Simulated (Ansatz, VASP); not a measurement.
One calculation of W, two programs

INCAR

```
ALGO = Normal
EDIFF = 1E-6
ENCUT = 520
GGA = RE
ISIF = 2
ISMEAR = -1
LASPH = True
LCHARG = True
LELF = True
LREAL = False
LVHAR = True
LWAVE = False
NBANDS = 21
NELM = 80
PREC = Accurate
SIGMA = 0.1
```

The input KPOINTS:

```
k-points
0
Gamma
  15 15 7
```

POSCAR

```
W
1.0
    2.8922988780      0.0000000000      0.0000000000
   -1.4461494390      2.5048043036      0.0000000000
    0.0000000000      0.0000000000      5.1582731209
W
2
Direct
    0.3333333333      0.6666666667      0.2500000000
    0.6666666667      0.3333333333      0.7500000000
```

Input for Ansatz:

```yaml
crystal:
  lattice:
    - [2.892298878, 0.0, 0.0]
    - [-1.446149439, 2.5048043036, 0.0]
    - [0.0, 0.0, 5.1582731209]
  atoms:
    - { symbol: W, position: [0.3333333333, 0.6666666667, 0.25] }
    - { symbol: W, position: [0.6666666667, 0.3333333333, 0.75] }
hamiltonian:
  xc: revpbe
  pseudopotentials:
    kind: paw
    azcp:
      W: "pseudopotentials/W.paw.azcp"
basis:
  ecutwfc: 420
  fft_grid_basis: typed
kpoints:
  mp_grid: { grid: [15, 15, 7], shift: [0, 0, 0] }
magnetization:
  spin_polarized: false
scf:
  occupations: { method: fermi_dirac, width: 0.1 }
  lower_state_search: "off"
output:
  stress: true
  write_density: true
  write_potential: true
  elf: true
  volumetric_format: npy
```

Alike in both runs: task single point; functional revPBE; k mesh 15 × 15 × 7; occupations fermi-dirac, width 0.1 eV; no spin polarisation.

```csv
,VASP,Ansatz
version,VASP 6.6.1,Ansatz 0.2.0
potentials or method,"VASP PAW PBE potentials, release 64 (W_sv), cutoff 520 eV","plane waves (420 eV) with PAW, scalar-relativistic"
valence electrons in the cell,28,28
```

VASP gave:

| Property | Result |
| --- | --- |
| pressure (GPa) | -24.3 |
| traceless stress, the component that is largest in VASP (GPa) | 3.09 |

**Question.** Estimate Ansatz's values.

**Answer.** Pressure (GPa): -24.5; traceless stress, the component that is largest in VASP (GPa): 3.17.

VASP's potentials were made for PBE, not for revPBE.

Neither program's run includes spin-orbit coupling.
